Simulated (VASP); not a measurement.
**BaF2: single point with PBE**

Crystal: BaF2.

```xyz
3
Lattice="0.0000 2.9450 2.9450 2.9450 0.0000 2.9450 2.9450 2.9450 0.0000" Properties=species:S:1:pos:R:3 pbc="T T T"
Ba    0.0000    0.0000    0.0000
F     1.4725    1.4725    1.4725
F     4.4176    4.4176    4.4176
```

This cell differs from its parent crystal: strain -0.050 along x and y, -0.050 along z.

```yaml
Program: VASP 6.6.1
Task: single point
Functional: PBE
Potentials_or_basis: VASP PAW PBE potentials, release 64 (Ba_sv, F)
Cutoff: 600 eV
k_mesh: 6 × 6 × 6
Occupations: gaussian, width 0.05 eV
Spin: no spin polarisation
```

The pressure is 16.5 GPa. The band gap on the k mesh is 7.45 eV, indirect (least direct gap 7.62 eV).

Levels at points of the mesh, in eV from the valence-band top:
```csv
k point,band 10,band 11,band 12,band 13,band 14,band 15
"(0.00, 0.00, 0.00)",-0.17,-0.17,-0.17,7.45,9.71,9.71
"(0.50, 0.00, 0.00)",-0.34,-0.14,-0.14,9.77,9.77,10.06
"(0.50, 0.50, 0.00)",-0.31,-0.17,-0.17,7.49,9.79,11.59
```

Wall time 38 s on 1 thread of Intel Xeon 8259CL, on a shared host, peak memory 0.21 GiB.

Caveat: the cell differs from its parent crystal (strain -0.050 along x and y, -0.050 along z); spin-orbit coupling is left out, which moves the levels of the heavy elements. A k mesh can miss the band edges.
